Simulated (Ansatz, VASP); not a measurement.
KF in VASP and in Ansatz

```
K F
1.0
     0.00000    2.65441    2.65441
     2.65441    0.00000    2.65441
     2.65441    2.65441    0.00000
K F
1 1
Cartesian
  0.0000 0.0000 0.0000
  2.6544 2.6544 2.6544
```

Alike in both runs: functional PBEsol; k mesh 9 × 9 × 9; occupations fermi-dirac, width 0.03 eV; no spin polarisation.

Ansatz relaxed the structure, and its values are those at the end. VASP's run is a single point on that final structure, the one shown.

|  | VASP | Ansatz |
| --- | --- | --- |
| version | VASP 6.6.1 | Ansatz 0.2.0 |
| potentials or method | VASP PAW PBE potentials, release 64 (K_sv, F) | PAW with Ansatz's default frozen-core files, scalar-relativistic |
| plane-wave cutoff (eV) | 520 | 420 |
| valence electrons in the cell | 16 | 16 |

|  | VASP | Ansatz | Ansatz less VASP |
| --- | --- | --- | --- |
| pressure (GPa) | 0.0 | 0.0 | -0.06 |

VASP's potentials were made for PBE, not for PBEsol. With one functional, cell and mesh, what is left measures potentials, basis and numerics. Ansatz's warnings: stress scf threshold loose.
